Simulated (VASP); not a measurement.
Set up this calculation in VASP 6.6.1, as the native input.

```
Task                   : single point
Functional             : PBE
Potentials or basis    : VASP PAW PBE potentials, release 64 (C, O)
Cutoff                 : 520 eV
k mesh                 : 4 × 4 × 4
Occupations            : gaussian, width 0.05 eV
Spin                   : no spin polarisation
Dipole correction      : no
Further INCAR settings : ALGO = Normal; EDIFF = 1e-06; NBANDS = 44
```

The structure of CO2 lies in POSCAR:

```
CO2
1.0
    6.2382112316      0.0000000000      0.0000000000
    0.0000000000      6.2382112316      0.0000000000
    0.0000000000      0.0000000000      5.5295504357
C O
4 8
Direct
    0.0000000000      0.0000000000      0.0000000000
    0.5000000000      0.0000000000      0.5000000000
    0.5000000000      0.5000000000      0.0000000000
    0.0000000000      0.5000000000      0.5000000000
    0.1114834447      0.1114834447      0.1114834447
    0.3885165553      0.8885165553      0.6114834447
    0.6114834447      0.3885165553      0.8885165553
    0.8885165553      0.6114834447      0.3885165553
    0.8885165553      0.8885165553      0.8885165553
    0.6114834447      0.1114834447      0.3885165553
    0.3885165553      0.6114834447      0.1114834447
    0.1114834447      0.3885165553      0.6114834447
```

The input as run:

INCAR

```
SYSTEM = CO2
PREC = Accurate
ENCUT = 520
EDIFF = 1E-6
ISMEAR = 0
SIGMA = 0.05
LREAL = .FALSE.
LASPH = .TRUE.
NELM = 80
ALGO = Normal
ISIF = 2
LWAVE = .FALSE.
LCHARG = .FALSE.
GGA = PE
NBANDS = 44
```

KPOINTS

```
regular mesh
0
G
  4 4 4
  0 0 0
```

Potentials or basis: VASP PAW PBE potentials, release 64 (C, O).

Run with:

```bash
$ cat potpaw_PBE.64/C/POTCAR potpaw_PBE.64/O/POTCAR > POTCAR
$ mpirun -np 1 vasp_std > vasp.out
```

Results of the run:

```json
{"Pressure": "3.6 GPa", "Largest force": "1.612 eV/Å", "Band gap on the k mesh": "6.61 eV"}
```

Caveat: the cell stands under pressure; this functional lacks dispersion, which holds the molecules together, so the pressure and a relaxed volume are unreliable; forces of over 1 eV/Å act on the atoms, so gaps and moduli don't describe the material at rest.

Wall time 4.3 min on 1 thread of Oxide Virtual Turin-like Processor, with other jobs on the host, peak memory 0.35 GiB.
